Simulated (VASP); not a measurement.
# CuAu (P4/mmm) in VASP: further runs

The runs below take CuAu through single point, with LDA.

Everything below comes from runs of VASP 6.6.1. Logs are shortened: lines on timing, memory, paths and dates and some standing lists are left out, and cuts for length are marked.

## (1) The cell of the first run

Symmetry: P4/mmm, No. 123, tetragonal system. The conventional cell has a = 2.800 Å, b = 2.800 Å, c = 3.670 Å, α = 90.00°, β = 90.00°, γ = 90.00°. Within 3.6 Å of Cu (site symmetry 4/mmm) lie 8 Au at 2.70 Å and 4 Cu at 2.80 Å. Au (site symmetry 4/mmm) has 8 Cu at 2.70 Å and 4 Au at 2.80 Å within 3.6 Å.

## (2) Single point, LDA

Contents of INCAR:

```
ALGO = Normal ; EDIFF = 1E-6
ENCUT = 520 ; GGA = CA
ISIF = 2 ; ISMEAR = 0
LASPH = T ; LCHARG = F
LREAL = F ; LWAVE = F
NBANDS = 18 ; NELM = 80
PREC = Accurate ; SIGMA = 0.1
```

Contents of KPOINTS:

```
k-points
0
Gamma
  6 6 6
```

Contents of POSCAR:

```
CuAu
1.0
    2.8000000000      0.0000000000      0.0000000000
    0.0000000000      2.8000000000      0.0000000000
    0.0000000000      0.0000000000      3.6700000000
Cu Au
1 1
Direct
    0.5000000000      0.5000000000      0.5000000000
    0.0000000000      0.0000000000      0.0000000000
```

Potentials or basis: VASP PAW LDA potentials, release 64 (Cu, Au).

On the command line:

```console
$ cat potpaw_LDA.64/Cu/POTCAR potpaw_LDA.64/Au/POTCAR > POTCAR
$ mpirun -np 1 vasp_std > vasp.out
```

OUTCAR:

```text
EDIFF = 1E-6
   ENCUT = 520
   GGA = CA
   ISIF = 2
   ISMEAR = 0
   LASPH = T
   LREAL = F
   NELM = 80
   PREC = Accurate

 ion  position               nearest neighbor table
   1  0.500  0.500  0.500-   2 2.70   2 2.70   2 2.70   2 2.70   2 2.70   2 2.70   2 2.70   2 2.70

   2  0.000  0.000  0.000-   1 2.70   1 2.70   1 2.70   1 2.70   1 2.70   1 2.70   1 2.70   1 2.70

  LATTYP: Found a simple tetragonal cell.
 ALAT       =     2.8000000000
 C/A-ratio  =     1.3107142857

  Lattice vectors:

 A1 = (   2.8000000000,   0.0000000000,   0.0000000000)
 A2 = (   0.0000000000,   2.8000000000,   0.0000000000)
 A3 = (   0.0000000000,   0.0000000000,   3.6700000000)

Analysis of symmetry for initial positions (statically):
=====================================================================
 Subroutine PRICEL returns:
 Original cell was already a primitive cell.

 Routine SETGRP: Setting up the symmetry group for a
 simple tetragonal supercell.

 Subroutine GETGRP returns: Found 16 space group operations
 (whereof 16 operations were pure point group operations)
 out of a pool of 16 trial point group operations.

The static configuration has the point symmetry D_4h.

Analysis of symmetry for dynamics (positions and initial velocities):
=====================================================================
 Subroutine PRICEL returns:
 Original cell was already a primitive cell.

 Routine SETGRP: Setting up the symmetry group for a
 simple tetragonal supercell.

 Subroutine GETGRP returns: Found 16 space group operations
 (whereof 16 operations were pure point group operations)
 out of a pool of 16 trial point group operations.

The dynamic configuration has the point symmetry D_4h.

 Subroutine INISYM returns: Found 16 space group operations
 (whereof 16 operations are pure point group operations),
 and found     1 'primitive' translations

----------------------------------------------------------------------------------------

                                     Primitive cell

  volume of cell :      28.7728

  direct lattice vectors                    reciprocal lattice vectors
     2.800000000  0.000000000  0.000000000     0.357142857  0.000000000  0.000000000
     0.000000000  2.800000000  0.000000000     0.000000000  0.357142857  0.000000000
     0.000000000  0.000000000  3.670000000     0.000000000  0.000000000  0.272479564

  length of vectors
     2.800000000  2.800000000  3.670000000     0.357142857  0.357142857  0.272479564

  position of ions in fractional coordinates (direct lattice)
     0.500000000  0.500000000  0.500000000
     0.000000000  0.000000000  0.000000000

  ion indices of the primitive-cell ions
   primitive index   ion index
                 1           1
                 2           2

----------------------------------------------------------------------------------------

 KPOINTS: k-points

Automatic generation of k-mesh.
 Grid dimensions read from file:
 generate k-points for:    6    6    6

 Generating k-lattice:

  Cartesian coordinates                     Fractional coordinates (reciprocal lattice)
     0.059523810  0.000000000  0.000000000     0.166666667  0.000000000  0.000000000
     0.000000000  0.059523810  0.000000000     0.000000000  0.166666667  0.000000000
     0.000000000  0.000000000  0.045413261     0.000000000  0.000000000  0.166666667

  Length of vectors
     0.059523810  0.059523810  0.045413261

  Shift w.r.t. Gamma in fractional coordinates (k-lattice)
     0.000000000  0.000000000  0.000000000

 Subroutine IBZKPT returns following result:
 ===========================================

 Found     40 irreducible k-points:

 Following reciprocal coordinates:
            Coordinates               Weight
  0.000000  0.000000  0.000000      1.000000
  0.166667  0.000000  0.000000      4.000000
  0.333333  0.000000  0.000000      4.000000
  0.500000  0.000000  0.000000      2.000000
  0.166667  0.166667  0.000000      4.000000
  0.333333  0.166667  0.000000      8.000000
[... 16 lines left out ...]
  0.333333  0.000000  0.333333      8.000000
  0.500000  0.000000  0.333333      4.000000
 [... further k-points ...]
   k-points           NKPTS =     40   k-points in BZ     NKDIM =     40   number of bands    NBANDS=     18
   number of dos      NEDOS =    301   number of ions     NIONS =      2
   total plane-waves  NPLWV =  16128
   dimension x,y,z NGX =    24 NGY =   24 NGZ =   28
   dimension x,y,z NGXF=    48 NGYF=   48 NGZF=   56
   ions per type =               1   1
   NGX,Y,Z   is equivalent  to a cutoff of  14.25, 14.25, 12.68 a.u.
   NGXF,Y,Z  is equivalent  to a cutoff of  28.50, 28.50, 25.37 a.u.
 SYSTEM =  unknown system
   PREC   = accura    normal or accurate (medium, high low for compatibility)
   ISTART =      0    job   : 0-new  1-cont  2-samecut
   ICHARG =      2    charge: 1-file 2-atom 10-const
   ISPIN  =      1    spin polarized calculation?
   LNONCOLLINEAR =      F non collinear calculations
   LSORBIT =      F    spin-orbit coupling
   LASPH  =      T    aspherical Exc in radial PAW
   ENCUT  =  520.0 eV  38.22 Ry    6.18 a.u.   5.21  5.21  6.82*2*pi/ulx,y,z
   NELM   =     80;   NELMIN=  2; NELMDL= -5     # of ELM steps
   EDIFF  = 0.1E-05   stopping-criterion for ELM
   LREAL  =      F    real-space projection
   EDIFFG = 0.1E-04   stopping-criterion for IOM
   NSW    =      0    number of steps for IOM
   IBRION =     -1    ionic relax: 0-MD 1-quasi-New 2-CG
   NFREE  =      0    steps in history (QN), initial steepest desc. (CG)
   ISIF   =      2    stress and relaxation
   ISYM   =      2    0-nonsym 1-usesym 2-fastsym
   POTIM  = 0.5000    time-step for ionic-motion
   TEBEG  =    0.0;   TEEND  =   0.0 temperature during run
   PSTRESS=    0.0 pullay stress
   NELECT =      22.0000    total number of electrons
   NUPDOWN=      -1.0000    fix difference up-down
   EMIN   =  10.00;   EMAX   =-10.00  energy-range for DOS
   EFERMI =   0.00;   METHOD = LEGACY
   ISMEAR =     0;   SIGMA  =   0.10  broadening in eV -4-tet -1-fermi 0-gaus
   EFERMI_NEDOS =   21; number of points for ismear=-14 and -15
   IALGO  =     38    algorithm
   IMIX   =      4    mixing-type and parameters
     AMIX     =   0.40;   BMIX     =  1.00
     AMIX_MAG =   1.60;   BMIX_MAG =  1.00
  volume/ion in A,a.u.               =      14.39        97.08
  Fermi-wavevector in a.u.,A,eV,Ry     =   1.497000  2.828919 30.490762  2.241008
  Thomas-Fermi vector in A             =   2.608944
   LORBIT       =      0    0 simple, 1 ext, 2 COOP (PROOUT), +10 PAW based schemes
   GGA     = CA    functional components
   LHFCALC =     F    Hartree Fock is set to
   AEXX    =    0.0000 exact exchange contribution
   IVDW    =     0    specifies the selected vdW correction
   LEPSILON=     F    determine dielectric tensor
   LRPA    =     F    only Hartree local field effects (RPA)
 non-spin polarized calculation
 Gauss-broadening in eV      SIGMA  =   0.10
  energy-cutoff  :      520.00
  volume of cell :       28.77
 maximum number of plane-waves:       800
 NGX is ok and might be reduce to    24
   NGX = 11   NGY = 11   NGZ = 13

 number of electron      22.0000009 magnetization

 Free energy of the ion-electron system (eV)
  ---------------------------------------------------
  ext. energy  EPLUGINS =         0.00000000
  ---------------------------------------------------
  free energy    TOTEN  =        -9.19488223 eV

  energy without entropy =       -9.18986641  energy(sigma->0) =       -9.19237432

 E-fermi :   8.7319     XC(G=0): -13.0403

 val. band max:        8.7160546064   @ k =   0.3333   0.1667   0.5000
 cond. band min:       8.8211686075   @ k =   0.5000   0.1667   0.1667
 fundamental gap:      0.1051140012
 Fermi energy:         8.7319348330

 k-point     1 :       0.0000    0.0000    0.0000
  band No.  band energies     occupation
      1      -1.2168      2.00000
      2       1.9758      2.00000
      3       2.1487      2.00000
      4       4.5693      2.00000
      5       4.5693      2.00000
      6       5.6700      2.00000
[... 10 lines left out ...]
     17      25.6680      0.00000
     18      26.1349      0.00000

 k-point     2 :       0.1667    0.0000    0.0000
  band No.  band energies     occupation
      1      -0.5834      2.00000
      2       2.2391      2.00000
      3       2.5721      2.00000
      4       4.1935      2.00000
      5       4.7213      2.00000
      6       5.4015      2.00000
[... 10 lines left out ...]
     17      26.0730      0.00000
     18      27.9964      0.00000

 k-point     3 :       0.3333    0.0000    0.0000
  band No.  band energies     occupation
      1       0.9365      2.00000
      2       2.7584      2.00000
      3       3.4352      2.00000
      4       3.6628      2.00000
      5       4.8417      2.00000
      6       5.1055      2.00000
[... 10 lines left out ...]
     17      23.2020      0.00000
     18      26.0858      0.00000

 k-point     4 :       0.5000    0.0000    0.0000
  band No.  band energies     occupation
      1       1.8834      2.00000
      2       3.0798      2.00000
      3       3.2851      2.00000
      4       4.0928      2.00000
      5       4.5661      2.00000
      6       5.3922      2.00000
[... 375 lines left out ...]
      4       4.2552      2.00000
      5       4.7557      2.00000
      6       5.3897      2.00000
[... 10 lines left out ...]
     17      25.0356      0.00000
     18      27.0130      0.00000

 k-point    23 :       0.3333    0.0000    0.3333
  band No.  band energies     occupation
      1       1.4741      2.00000
      2       2.2492      2.00000
      3       4.0589      2.00000
      4       4.4816      2.00000
      5       4.4858      2.00000
      6       4.8090      2.00000
[... 10 lines left out ...]
     17      25.5474      0.00000
     18      25.8795      0.00000

 k-point    24 :       0.5000    0.0000    0.3333
  band No.  band energies     occupation
      1       1.8506      2.00000
      2       1.9393      2.00000
      3       4.1795      2.00000
      4       4.2260      2.00000
      5       4.6984      2.00000
      6       5.8626      2.00000
[... 10 lines left out ...]
     17      25.5859      0.00000
     18      25.7169      0.00000

 [... further k-points ...]

------------------------ aborting loop because EDIFF is reached ----------------------------------------

  FORCE on cell =-STRESS in cart. coord.  units (eV):
  Direction    XX          YY          ZZ          XY          YZ          ZX
  --------------------------------------------------------------------------------------
  -------------------------------------------------------------------------------------
  Total       -0.9308737     -0.9308737     -1.4793618      0.0000000      0.0000000     -0.0000000
  in kB      -51.8345381    -51.8345381    -82.3764109      0.0000000      0.0000000     -0.0000000
  external PRESSURE =     -62.0151624 kB  Pullay stress =       0.0000000 kB

 VOLUME and BASIS-vectors are now :
 -----------------------------------------------------------------------------
  energy-cutoff  :      520.00
  volume of cell :       28.77
      direct lattice vectors                 reciprocal lattice vectors
     2.800000000  0.000000000  0.000000000     0.357142857  0.000000000  0.000000000
     0.000000000  2.800000000  0.000000000     0.000000000  0.357142857  0.000000000
     0.000000000  0.000000000  3.670000000     0.000000000  0.000000000  0.272479564

 POSITION                                       TOTAL-FORCE (eV/Angst)
 -----------------------------------------------------------------------------------
      1.40000      1.40000      1.83500         0.000000      0.000000      0.000000
      0.00000      0.00000      0.00000         0.000000      0.000000      0.000000
 -----------------------------------------------------------------------------------
    total drift:                                0.000000      0.000000     -0.000000

  FREE ENERGIE OF THE ION-ELECTRON SYSTEM (eV)
  ---------------------------------------------------
  free  energy   TOTEN  =        -9.1948822344 eV

  energy  without entropy=       -9.1898664077  energy(sigma->0) =       -9.19237432
```

It took 12 s on 1 thread of Intel Xeon Platinum 8259CL at 2.50GHz (Skylake/Cascade Lake), shared host; peak memory 0.14 GiB.

What came out:

```
Free energy            : -9.1949 eV
Pressure               : -6.2 GPa
Band gap on the k mesh : zero (band 11 reaches 13.99 eV, above the bottom of band 12 at 6.66 eV)
```

Levels at points of the mesh, in eV from the Fermi level:
```tsv
k point	band 8	band 9	band 10	band 11	band 12	band 13	band 14	band 15
(0.00, 0.00, 0.00)	-2.22	-1.76	-1.54	-1.54	2.01	8.08	9.95	9.95
(0.50, 0.00, 0.00)	-3.08	-2.50	-2.30	-0.93	-0.16	9.39	9.51	11.38
(0.50, 0.50, 0.00)	-1.68	-1.44	-1.44	0.57	0.57	5.18	6.85	9.98
(0.00, 0.00, 0.50)	-2.79	-2.45	-2.44	-2.44	-2.07	14.41	14.58	14.58
(0.50, 0.00, 0.50)	-1.80	-1.67	-1.61	-1.15	-1.12	2.68	4.38	15.86
(0.50, 0.50, 0.50)	-2.24	-1.71	-1.68	5.26	5.47	5.47	6.19	6.93
```

Caveat: the k points lie up to 0.37 Å⁻¹ apart; spin-orbit coupling is left out, which moves the levels of the heavy elements.

## (3) Single point, LDA

This run uses another cell than the first one, of 13.78 Å³/atom, 0.958 times its volume.

Contents of INCAR:

```
PREC = Accurate
ENCUT = 520
EDIFF = 1E-6
ISMEAR = 0
SIGMA = 0.15
LREAL = False
LASPH = True
NELM = 100
ALGO = Normal
ISIF = 2
LWAVE = False
LCHARG = True
LELF = True
LVHAR = True
NBANDS = 18
```

Contents of KPOINTS:

```
Automatic mesh
0
Gamma
  24 24 18
```

Contents of POSCAR:

```
CuAu
1.0
    2.7929482534      0.0000000000      0.0000000000
    0.0000000000      2.7929482534      0.0000000000
    0.0000000000      0.0000000000      3.5323529855
Cu Au
1 1
Direct
    0.5000000000      0.5000000000      0.5000000000
    0.0000000000      0.0000000000      0.0000000000
```

Potentials or basis: VASP PAW LDA potentials, release 64 (Cu, Au).

On the command line:

```console
$ cat potpaw_LDA.64/Cu/POTCAR potpaw_LDA.64/Au/POTCAR > POTCAR
$ mpirun -np 1 vasp_std > vasp.out
```

It took 2.8 min on 1 thread of AMD EPYC 9R45 (Zen 5), shared host; peak memory 0.51 GiB.

It converged, with:

- Free energy: -9.2678 eV
- Pressure: 0.6 GPa
- Band gap on the k mesh: zero (band 11 reaches 14.66 eV, above the bottom of band 12 at 7.16 eV)

Stress tensor (GPa, compression positive):
```
0.48 0.00 0.00
0.00 0.48 0.00
0.00 0.00 0.74
```

Levels at points of the mesh, in eV from the Fermi level:
| k point | band 9 | band 10 | band 11 | band 12 | band 13 | band 14 |
| --- | --- | --- | --- | --- | --- | --- |
| (0.00, 0.00, 0.00) | -1.80 | -1.56 | -1.56 | 2.52 | 9.20 | 9.69 |
| (0.50, 0.00, 0.00) | -2.67 | -2.45 | -1.07 | -0.26 | 10.05 | 10.19 |
| (0.50, 0.50, 0.00) | -1.42 | -1.42 | 0.28 | 0.28 | 5.16 | 7.02 |
| (0.00, 0.00, 0.50) | -2.61 | -2.61 | -2.49 | -2.22 | 14.33 | 14.72 |
| (0.50, 0.00, 0.50) | -1.67 | -1.59 | -1.27 | -1.27 | 2.87 | 4.79 |
| (0.50, 0.50, 0.50) | -1.84 | -1.77 | 5.28 | 5.62 | 5.62 | 6.31 |

Caveat: spin-orbit coupling is left out, which moves the levels of the heavy elements.
